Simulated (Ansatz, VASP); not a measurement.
**InAs in VASP and in Ansatz**

```
In As
1.0
     0.00000    3.05423    3.05423
     3.05423    0.00000    3.05423
     3.05423    3.05423    0.00000
In As
1 1
Cartesian
  0.0000 0.0000 0.0000
  1.5271 1.5271 1.5271
```

Alike in both runs: functional r2SCAN; k mesh 10 × 10 × 10; occupations gaussian, width 0.01 eV; no spin polarisation.

Ansatz relaxed the structure, and its values are those at the end. VASP's run is a single point on that final structure, the one shown.

|  | VASP | Ansatz |
| --- | --- | --- |
| version | VASP 6.6.1 | Ansatz 0.2.0 |
| potentials or method | VASP PAW PBE potentials, release 64 (In_d, As), cutoff 520 eV | scalar-relativistic, plane waves, PAW |
| valence electrons in the cell | 18 | 28 |

```tsv
	VASP	Ansatz	Ansatz less VASP
gap on the k mesh at the Fermi level (eV)	0.08	0.08	+0.002
least direct gap on the mesh (eV)	0.08	0.08	+0.002
pressure (GPa)	0.0	0.0	0.00
```

VASP's potentials were made for PBE, not for r2SCAN. VASP's potentials hold 18 valence electrons a cell and Ansatz's 28, so a difference there can come from the potentials and not from the codes.
